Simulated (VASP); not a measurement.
Wanted: the native input for a VASP 6.6.1 run.

| Property | Result |
| --- | --- |
| Task | single point |
| Functional | r2SCAN |
| Dispersion | rVV10 |
| Potentials or basis | VASP PAW PBE potentials, release 64 (In_d, As) |
| Cutoff | 550 eV |
| k mesh | 14 × 14 × 14 |
| Occupations | gaussian, width 0.1 eV |
| Spin | no spin polarisation |
| Dipole correction | no |
| Further INCAR settings | ALGO = Normal; EDIFF = 1e-06; NBANDS = 16 |

The system is InAs.

```
CELL_PARAMETERS angstrom
0.00000 2.71536 2.71536
2.71536 0.00000 2.71536
2.71536 2.71536 0.00000
ATOMIC_POSITIONS crystal
In 0.50000 0.50000 0.50000
As 0.00000 0.00000 0.00000
```

The input as run:

POSCAR

```
InAs
1.0
    0.0000000000      2.7153608104      2.7153608104
    2.7153608104      0.0000000000      2.7153608104
    2.7153608104      2.7153608104      0.0000000000
In As
1 1
Direct
    0.5000000000      0.5000000000      0.5000000000
    0.0000000000      0.0000000000      0.0000000000
```

INCAR.step1

```
SYSTEM = InAs
  PREC = Accurate
  ENCUT = 550
  ISMEAR = 0
  SIGMA = 0.1
  LREAL = .FALSE.
  LASPH = .TRUE.
  NELM = 120
  NBANDS = 16
  GGA = PE
  ALGO = Normal
  EDIFF = 1E-5
  LWAVE = .TRUE.
  LCHARG = .FALSE.
  GGA_COMPAT = .FALSE.
```

INCAR.step2

```
SYSTEM = InAs
  PREC = Accurate
  ENCUT = 550
  EDIFF = 1E-6
  ISMEAR = 0
  SIGMA = 0.1
  LREAL = .FALSE.
  LASPH = .TRUE.
  NELM = 120
  ALGO = Normal
  ISIF = 2
  LWAVE = .FALSE.
  LCHARG = .FALSE.
  METAGGA = R2SCAN
  LMIXTAU = .TRUE.
  LUSE_VDW = .TRUE.
  IVDW_NL = 2
  BPARAM = 11.95
  CPARAM = 0.0093
  NBANDS = 16
  ISTART = 1
  GGA_COMPAT = .FALSE.
```

KPOINTS

```
regular mesh
0
G
  14 14 14
  0 0 0
```

Potentials or basis: VASP PAW PBE potentials, release 64 (In_d, As).

Run with:

```sh
$ cat potpaw_PBE.64/In_d/POTCAR potpaw_PBE.64/As/POTCAR > POTCAR
$ cp INCAR.step1 INCAR
$ mpirun -np 1 vasp_std > vasp.out
$ cp INCAR.step2 INCAR
$ mpirun -np 1 vasp_std > vasp.out
```

It gave:

```yaml
Pressure: 13.0 GPa
Band_gap_on_the_k_mesh: zero (bands 9 and 10 overlap by 3.03 eV)
```

Caveat: the cell stands under pressure; the PAW data sets were made with another functional, which shifts forces and pressure a little; spin-orbit coupling is left out, which moves the levels of the heavy elements.

Wall time 2.8 min on 1 thread of Intel(R) Xeon(R) 6975P-C (Granite Rapids), on a shared host, peak memory 0.33 GiB.
